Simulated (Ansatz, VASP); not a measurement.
**Two plane-wave programs on MgO**

```
CELL_PARAMETERS angstrom
3.39260 0.00000 0.00000
-1.69630 2.93808 0.00000
0.00000 0.00000 4.71180
ATOMIC_POSITIONS crystal
Mg 0.33333 0.66667 0.00632
Mg 0.66667 0.33333 0.50632
O 0.33333 0.66667 0.39828
O 0.66667 0.33333 0.89828
```

Alike in both runs: task single point; functional PBE; k mesh 9 × 9 × 6; occupations gaussian, width 0.05 eV; no spin polarisation.

```csv
,VASP,Ansatz
version,VASP 6.6.1,Ansatz 0.2.0
potentials or method,"VASP PAW PBE potentials, release 64 (Mg, O), cutoff 520 eV","scalar-relativistic, plane waves, PAW"
valence electrons in the cell,16,32
```

Ansatz gave:

```
gap on the k mesh at the Fermi level (eV)                     : 3.45
least direct gap on the mesh (eV)                             : 3.45
pressure (GPa)                                                : 5.7
traceless stress, the component that is largest in VASP (GPa) : 16.23
rms of the force components (eV/Å)                            : 0.928
```

**Question.** Estimate VASP's values.

**Answer.** gap on the k mesh at the Fermi level (eV): 3.43; least direct gap on the mesh (eV): 3.43; pressure (GPa): 5.3; traceless stress, the component that is largest in VASP (GPa): 16.49; rms of the force components (eV/Å): 0.941.

Atom by atom the forces differ by 0.013 eV/Å (rms over components). With one functional, cell and mesh, what is left measures potentials, basis and numerics. VASP's potentials hold 16 valence electrons a cell and Ansatz's 32, so a difference there can come from the potentials and not from the codes.
